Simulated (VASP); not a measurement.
Input of a VASP 6.6.1 run:

Contents of INCAR:

```
SYSTEM = AlCo
PREC = Accurate
ENCUT = 600
EDIFF = 1E-7
ISMEAR = -1
SIGMA = 0.08
LREAL = .False.
LASPH = .True.
NELM = 100
ALGO = Normal
ISIF = 3
LWAVE = .False.
LCHARG = .False.
GGA = PE
IBRION = 2
NSW = 60
EDIFFG = -0.005
```

File KPOINTS:

```
Automatic mesh
0
Gamma
  14 14 14
  0 0 0
```

POSCAR

```
AlCo
1.0
    2.7872129973      0.0000000000      0.0000000000
    0.0000000000      2.7872129973      0.0000000000
    0.0000000000      0.0000000000      2.7872129973
Co Al
1 1
Direct
    0.0000000000      0.0000000000      0.0000000000
    0.5000000000      0.5000000000      0.5000000000
```

Potentials or basis: VASP PAW PBE potentials, release 64 (Co, Al).

The run is started by

```bash
$ cat potpaw_PBE.64/Co/POTCAR potpaw_PBE.64/Al/POTCAR > POTCAR
$ mpirun -np 1 vasp_std > vasp.out
```

Problem. Estimate the space group after relaxing (to 0.05 Å).

Solution. Pm-3m (No. 221).

Problem. Estimate the relaxed cell.

Solution. a = 2.851 Å, b = 2.851 Å, c = 2.851 Å, α = 90.00°, β = 90.00°, γ = 90.00°.

Final structure:
```xyz
2
Lattice="2.8512 0.0000 0.0000 0.0000 2.8512 0.0000 0.0000 0.0000 2.8512" Properties=species:S:1:pos:R:3 pbc="T T T"
Co    0.0000    0.0000    2.8512
Al    1.4256    1.4256    1.4256
```

Spin polarisation is off, so any magnetic state and its effect on volume and gap are missing.
